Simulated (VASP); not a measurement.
Input of a VASP 6.6.1 run:

The input POSCAR:

```
Cu
1.0
    2.8953822153      0.0000000000      0.0000000000
    0.0000000000      2.8953822153      0.0000000000
    0.0000000000      0.0000000000      2.7934006095
Cu
2
Direct
    0.0000000000      0.0000000000      0.0000000000
    0.5000000000      0.5000000000      0.5000000000
```

The input INCAR.step1:

```
PREC = Accurate ; ENCUT = 520
ISMEAR = 0 ; SIGMA = 0.1
LREAL = False ; LASPH = True
NELM = 80 ; NBANDS = 18
GGA = PE ; ALGO = Normal
EDIFF = 1E-4 ; LWAVE = True
LCHARG = False
```

The input INCAR.step2:

```
PREC = Accurate ; ENCUT = 520
EDIFF = 1E-7 ; ISMEAR = 0
SIGMA = 0.1 ; LREAL = False
LASPH = True ; NELM = 80
ALGO = Normal ; ISIF = 2
LWAVE = False ; LCHARG = False
METAGGA = R2SCAN ; LMIXTAU = True
NBANDS = 18 ; ISTART = 1
```

KPOINTS

```
regular mesh
0
Gamma
  18 18 18
```

Potentials or basis: VASP PAW PBE potentials, release 64 (Cu).

The run is started by

```console
$ cat potpaw_PBE.64/Cu/POTCAR > POTCAR
$ cp INCAR.step1 INCAR
$ mpirun -np 1 vasp_std > vasp.out
$ cp INCAR.step2 INCAR
$ mpirun -np 1 vasp_std > vasp.out
```

(1) What does it give for the band gap on the k mesh?

(2) What does it give for the pressure?

## Answers

(1) zero (bands 11 and 12 overlap by 8.06 eV).

(2) -2.3 GPa.

Caveat: the cell differs from its parent crystal (strain along c alone, the other axes held: +2.0 %); the PAW data sets were made with another functional, which shifts forces and pressure a little.
